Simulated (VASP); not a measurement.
# LiSi16 (a cell with a defect) in VASP: single point with PBE+D3(BJ)

Aim: the single point of LiSi16 (a cell with a defect) with PBE+D3(BJ).

Everything below comes from runs of VASP 6.6.1. Logs are shortened: lines on timing, memory, paths and dates and some standing lists are left out, and cuts for length are marked.

**1. The cell of the first run**

The cell holds a defect, 17 atoms: a = 7.679 Å, b = 7.679 Å, c = 7.679 Å, α = 60.00°, β = 60.00°, γ = 60.00°.

**2. Single point, PBE+D3(BJ), collinear spin**

Input file INCAR:

```
ALGO     = Normal         # electronic algorithm
EDIFF    = 1E-6           # SCF threshold, eV
ENCUT    = 520            # plane-wave cutoff, eV
GGA      = PE             # functional
ISIF     = 2              # what is computed and relaxed
ISMEAR   = -1             # smearing method
ISPIN    = 2              # spin polarisation
IVDW     = 12             # dispersion correction
LASPH    = T              # aspherical terms in the spheres
LCHARG   = F              # write CHGCAR
LORBIT   = 11             # projections on sites
LREAL    = Auto         
LWAVE    = F              # write WAVECAR
MAGMOM   = 0 0 0 0 0 0 0 0 0 0 0 0 0 0 0 0 1 # initial moments
NBANDS   = 52             # bands
NELM     = 150            # most SCF steps
PREC     = Accurate       # precision mode
SIGMA    = 0.02           # smearing width, eV
```

Input file KPOINTS:

```
k-points
0
Gamma
  2 2 2
```

Input file POSCAR:

```
LiSi16
1.0
    0.0000000000      5.4300000000      5.4300000000
    5.4300000000      0.0000000000      5.4300000000
    5.4300000000      5.4300000000      0.0000000000
Si Li
16 1
Direct
   -0.0008068733     -0.0001484373     -0.0125739965
    0.1228823807      0.1234852133      0.1191752438
   -0.0018262633     -0.0012661825      0.4983218740
    0.1204974608      0.1210498589      0.6206499298
   -0.0061419167      0.4979300945     -0.0025492454
    0.1235787816      0.6202306153      0.1197982946
   -0.0007604639      0.4878222042      0.4994162574
    0.1228697651      0.6196140078      0.6230337276
    0.4973290005     -0.0055535874     -0.0024970121
    0.6196239231      0.1241994500      0.1197869932
    0.4872754228     -0.0001612017      0.4993570293
    0.6190177535      0.1234869061      0.6230480070
    0.4979313015      0.4985134552     -0.0019131378
    0.6219359904      0.6225158595      0.1220947123
    0.4972877654      0.4979411217      0.4940191123
    0.6196340850      0.6202295133      0.6237444224
    0.8699214868      0.8704653090      0.3700692882
```

Potentials or basis: VASP PAW PBE potentials, release 64 (Si, Li_sv).

The run is started by

```sh
cat potpaw_PBE.64/Si/POTCAR potpaw_PBE.64/Li_sv/POTCAR > POTCAR
mpirun -np 1 vasp_std > vasp.out
```

OUTCAR:

```text
EDIFF = 1E-6
   ENCUT = 520
   GGA = PE
   ISIF = 2
   ISMEAR = -1
   ISPIN = 2
   IVDW = 12
   LASPH = T
   LORBIT = 11
   LREAL = Auto
   NELM = 150
   PREC = Accurate
 IVDW          = 12

 ion  position               nearest neighbor table
   1  0.999  1.000  0.987-   4 2.30   2 2.38  10 2.38   6 2.38  17 2.40
   2  0.123  0.123  0.119-   5 2.35   9 2.35   1 2.38   3 2.38  17 2.75
   3  0.998  0.999  0.498-   4 2.30   8 2.38   2 2.38  12 2.38  17 2.41
   4  0.120  0.121  0.621-   7 2.30   1 2.30  11 2.30   3 2.30
   5  0.994  0.498  0.997-  14 2.33   6 2.35   8 2.35   2 2.35
   6  0.124  0.620  0.120-   5 2.35  13 2.35   7 2.38   1 2.38  17 2.72
   7  0.999  0.488  0.499-   4 2.30   8 2.38  16 2.38   6 2.38  17 2.40
   8  0.123  0.620  0.623-   5 2.35  15 2.35   7 2.38   3 2.38  17 2.75
   9  0.497  0.994  0.998-  14 2.33  10 2.35   2 2.35  12 2.35
  10  0.620  0.124  0.120-   9 2.35  13 2.35   1 2.38  11 2.38  17 2.72
  11  0.487  1.000  0.499-   4 2.30  12 2.38  10 2.38  16 2.38  17 2.40
  12  0.619  0.123  0.623-  15 2.35   9 2.35  11 2.38   3 2.38  17 2.75
  13  0.498  0.499  0.998-  14 2.33  10 2.35  16 2.35   6 2.35
  14  0.622  0.623  0.122-   5 2.33  15 2.33   9 2.33  13 2.33
  15  0.497  0.498  0.494-  14 2.33  16 2.35   8 2.35  12 2.35
  16  0.620  0.620  0.624-  15 2.35  13 2.35   7 2.38  11 2.38  17 2.72
  17  0.870  0.870  0.370-   7 2.40   1 2.40  11 2.40   3 2.41   6 2.72  16 2.72  10 2.72   8 2.75
                             2 2.75  12 2.75

  LATTYP: Found a face centered cubic cell.
 ALAT       =    10.8600000000

  Lattice vectors:

 A1 = (   0.0000000000,   5.4300000000,   5.4300000000)
 A2 = (   5.4300000000,   0.0000000000,   5.4300000000)
 A3 = (   5.4300000000,   5.4300000000,   0.0000000000)

Analysis of symmetry for initial positions (statically):
=====================================================================
 Subroutine PRICEL returns:
 Original cell was already a primitive cell.

 Routine SETGRP: Setting up the symmetry group for a
 face centered cubic supercell.

 Subroutine GETGRP returns: Found  1 space group operations
 (whereof  1 operations were pure point group operations)
 out of a pool of 48 trial point group operations.

The static configuration has the point symmetry C_1 .

Analysis of symmetry for dynamics (positions and initial velocities):
=====================================================================
 Subroutine PRICEL returns:
 Original cell was already a primitive cell.

 Routine SETGRP: Setting up the symmetry group for a
 face centered cubic supercell.

 Subroutine GETGRP returns: Found  1 space group operations
 (whereof  1 operations were pure point group operations)
 out of a pool of 48 trial point group operations.

The dynamic configuration has the point symmetry C_1 .

Analysis of structural, dynamic, and magnetic symmetry:
=====================================================================
 Subroutine PRICEL returns:
 Original cell was already a primitive cell.

 Routine SETGRP: Setting up the symmetry group for a
 face centered cubic supercell.

 Subroutine GETGRP returns: Found  1 space group operations
 (whereof  1 operations were pure point group operations)
 out of a pool of 48 trial point group operations.

The overall configuration has the point symmetry C_1 .

 Subroutine INISYM returns: Found  1 space group operations
 (whereof  1 operations are pure point group operations),
 and found     1 'primitive' translations

----------------------------------------------------------------------------------------

                                     Primitive cell

  volume of cell :     320.2060

  direct lattice vectors                    reciprocal lattice vectors
     0.000000000  5.430000000  5.430000000    -0.092081031  0.092081031  0.092081031
     5.430000000  0.000000000  5.430000000     0.092081031 -0.092081031  0.092081031
     5.430000000  5.430000000  0.000000000     0.092081031  0.092081031 -0.092081031

  length of vectors
[... 79 lines left out ...]
   total plane-waves  NPLWV = 216000
   dimension x,y,z NGX =    60 NGY =   60 NGZ =   60
   dimension x,y,z NGXF=   120 NGYF=  120 NGZF=  120
   ions per type =              16   1
   NGX,Y,Z   is equivalent  to a cutoff of  12.99, 12.99, 12.99 a.u.
   NGXF,Y,Z  is equivalent  to a cutoff of  25.98, 25.98, 25.98 a.u.
 SYSTEM =  unknown system
   PREC   = accura    normal or accurate (medium, high low for compatibility)
   ISTART =      0    job   : 0-new  1-cont  2-samecut
   ICHARG =      2    charge: 1-file 2-atom 10-const
   ISPIN  =      2    spin polarized calculation?
   LNONCOLLINEAR =      F non collinear calculations
   LSORBIT =      F    spin-orbit coupling
   LASPH  =      T    aspherical Exc in radial PAW
   ENCUT  =  520.0 eV  38.22 Ry    6.18 a.u.  14.28 14.28 14.28*2*pi/ulx,y,z
   NELM   =    150;   NELMIN=  2; NELMDL= -5     # of ELM steps
   EDIFF  = 0.1E-05   stopping-criterion for ELM
   LREAL  =      T    real-space projection
   EDIFFG = 0.1E-04   stopping-criterion for IOM
   NSW    =      0    number of steps for IOM
   IBRION =     -1    ionic relax: 0-MD 1-quasi-New 2-CG
   NFREE  =      0    steps in history (QN), initial steepest desc. (CG)
   ISIF   =      2    stress and relaxation
   ISYM   =      2    0-nonsym 1-usesym 2-fastsym
   POTIM  = 0.5000    time-step for ionic-motion
   TEBEG  =    0.0;   TEEND  =   0.0 temperature during run
   PSTRESS=    0.0 pullay stress
   NELECT =      67.0000    total number of electrons
   NUPDOWN=      -1.0000    fix difference up-down
   EMIN   =  10.00;   EMAX   =-10.00  energy-range for DOS
   EFERMI =   0.00;   METHOD = LEGACY
   ISMEAR =    -1;   SIGMA  =   0.02  broadening in eV -4-tet -1-fermi 0-gaus
   EFERMI_NEDOS =   21; number of points for ismear=-14 and -15
   IALGO  =     38    algorithm
   IMIX   =      4    mixing-type and parameters
     AMIX     =   0.40;   BMIX     =  1.00
     AMIX_MAG =   1.60;   BMIX_MAG =  1.00
  volume/ion in A,a.u.               =      18.84       127.11
  Fermi-wavevector in a.u.,A,eV,Ry     =   0.971904  1.836632 12.852022  0.944597
  Thomas-Fermi vector in A             =   2.102159
   LORBIT       =     11    0 simple, 1 ext, 2 COOP (PROOUT), +10 PAW based schemes
   GGA     = PE    functional components
   LHFCALC =     F    Hartree Fock is set to
   AEXX    =    0.0000 exact exchange contribution
   IVDW    =    12    specifies the selected vdW correction
   LEPSILON=     F    determine dielectric tensor
   LRPA    =     F    only Hartree local field effects (RPA)
 spin polarized calculation
  energy-cutoff  :      520.00
  volume of cell :      320.21
 maximum number of plane-waves:      8646
 NGX is ok and might be reduce to    60
   NGX = 29   NGY = 29   NGZ = 29

 number of electron      67.0000000 magnetization      -0.0642675

 number of electron      67.0000000 magnetization       0.0279756

 Free energy of the ion-electron system (eV)
  ---------------------------------------------------
  ext. energy  EPLUGINS =         0.00000000
  ---------------------------------------------------
  free energy    TOTEN  =       -86.86696526 eV

  energy without entropy =      -86.85833487  energy(sigma->0) =      -86.86265007

 E-fermi :   6.6636     XC(G=0):  -9.5300

 val. band max:        6.6566399954   @ k =   0.0000   0.0000   0.0000
 cond. band min:       6.6642792801   @ k =   0.0000   0.0000   0.0000
 fundamental gap:      0.0076392847
 Fermi energy:         6.6635547725

 spin component 1

 k-point     1 :       0.0000    0.0000    0.0000
  band No.  band energies     occupation
      1     -40.4705      1.00000
      2      -5.9825      1.00000
      3      -3.7430      1.00000
      4      -3.6578      1.00000
      5      -3.6570      1.00000
      6      -3.6556      1.00000
[... 373 lines left out ...]
     44      10.2466      0.00000
     45      10.3277      0.00000
 Fermi energy:         6.6635547725

 spin component 2

 k-point     1 :       0.0000    0.0000    0.0000
  band No.  band energies     occupation
      1     -40.4706      1.00000
      2      -5.9807      1.00000
      3      -3.7415      1.00000
      4      -3.6564      1.00000
      5      -3.6557      1.00000
      6      -3.6543      1.00000
[... 373 lines left out ...]
     44      10.2536      0.00000
     45      10.3310      0.00000
 [bands above 45 left out]

------------------------ aborting loop because EDIFF is reached ----------------------------------------

 Edisp (eV)   -5.45550

 E8    (eV) :    -2.2600

  FORCE on cell =-STRESS in cart. coord.  units (eV):
  Direction    XX          YY          ZZ          XY          YZ          ZX
  --------------------------------------------------------------------------------------
  -------------------------------------------------------------------------------------
  Total       1.33033     1.34015     1.33174    -0.00548    -0.00480    -0.00632
  in kB       6.65640     6.70555     6.66349    -0.02744    -0.02402    -0.03164
  external pressure =        6.68 kB  Pullay stress =        0.00 kB

 VOLUME and BASIS-vectors are now :
 -----------------------------------------------------------------------------
  energy-cutoff  :      520.00
  volume of cell :      320.21
      direct lattice vectors                 reciprocal lattice vectors
     0.000000000  5.430000000  5.430000000    -0.092081031  0.092081031  0.092081031
     5.430000000  0.000000000  5.430000000     0.092081031 -0.092081031  0.092081031
     5.430000000  5.430000000  0.000000000     0.092081031  0.092081031 -0.092081031

 POSITION                                       TOTAL-FORCE (eV/Angst)
 -----------------------------------------------------------------------------------
     10.79092     10.78734     10.85481        -0.002734     -0.002073     -0.004558
      1.31765      1.31437      1.33778         0.001605      0.000861     -0.003824
      8.12901      8.12597     10.84321         0.011812      0.011264      0.011620
      4.02743      4.02443      1.31160         0.002663      0.002994      0.002901
      8.11992     10.81281      8.10041        -0.000654     -0.003341     -0.005305
      4.01836      1.32154      4.03889         0.004801     -0.003256     -0.001649
[... 9 lines left out ...]
      6.75478      6.75155      6.73246        -0.002019     -0.003615      0.004945
      6.73610      6.73315      9.45030         0.021771      0.020911      0.021319
 -----------------------------------------------------------------------------------
    total drift:                               -0.012296     -0.006209     -0.009577

  FREE ENERGIE OF THE ION-ELECTRON SYSTEM (eV)
  ---------------------------------------------------
  free  energy   TOTEN  =       -92.3224642229 eV

  energy  without entropy=      -92.3138338254  energy(sigma->0) =      -92.31814902

 total charge

# of ion       s       p       d       tot
------------------------------------------
    1        0.745   0.964   0.000   1.709
    2        0.737   0.948   0.000   1.686
    3        0.745   0.965   0.000   1.710
    4        0.733   0.978   0.000   1.711
    5        0.742   0.954   0.000   1.697
    6        0.737   0.948   0.000   1.686
[... 9 lines left out ...]
   16        0.737   0.948   0.000   1.686
   17        2.028   0.088   0.000   2.115
--------------------------------------------------
tot         13.869  15.398   0.000  29.267

 magnetization (x)

# of ion       s       p       d       tot
------------------------------------------
    1       -0.000   0.000   0.000   0.000
    2        0.000  -0.000   0.000   0.000
    3       -0.000   0.000   0.000   0.000
    4       -0.000  -0.000   0.000  -0.000
    5       -0.000   0.000   0.000   0.000
    6        0.000  -0.000   0.000   0.000
[... 9 lines left out ...]
   16        0.000  -0.000   0.000   0.000
   17       -0.000  -0.000   0.000  -0.000
--------------------------------------------------
tot          0.002   0.001   0.000   0.004
```

It took 19 min on 1 thread of AMD EPYC 7R43 (Zen 3), shared host; peak memory 0.68 GiB.

What came out:

| Property | Result |
| --- | --- |
| Free energy | -92.3225 eV |
| Largest force | 0.037 eV/Å |
| Net moment | 0.03 μB per cell |
| Valence electrons inside the program's atomic spheres | Si 1.71, 1.69, 1.70 (each value once); Li 2.12 |
| Dispersion energy per atom | -0.321 eV |

Forces on the atoms (eV/Å):
```
Si  -0.003 -0.002 -0.005
Si   0.002  0.001 -0.004
Si   0.012  0.011  0.012
Si   0.003  0.003  0.003
Si  -0.001 -0.003 -0.005
Si   0.005 -0.003 -0.002
Si  -0.003 -0.006 -0.002
Si   0.001 -0.004  0.001
Si  -0.006 -0.001 -0.005
Si  -0.004  0.005 -0.004
Si  -0.004 -0.002 -0.002
Si  -0.004  0.001  0.001
Si  -0.004 -0.005 -0.004
Si  -0.009 -0.008 -0.009
Si  -0.006 -0.003 -0.001
Si  -0.002 -0.004  0.005
Li   0.022  0.021  0.021
```

Caveat: the k points lie up to 0.50 Å⁻¹ apart; the cutoff is under 1.25 times the usual one of these potentials, so pressure, stress and relaxed cells hold a basis-set (Pulay) error.
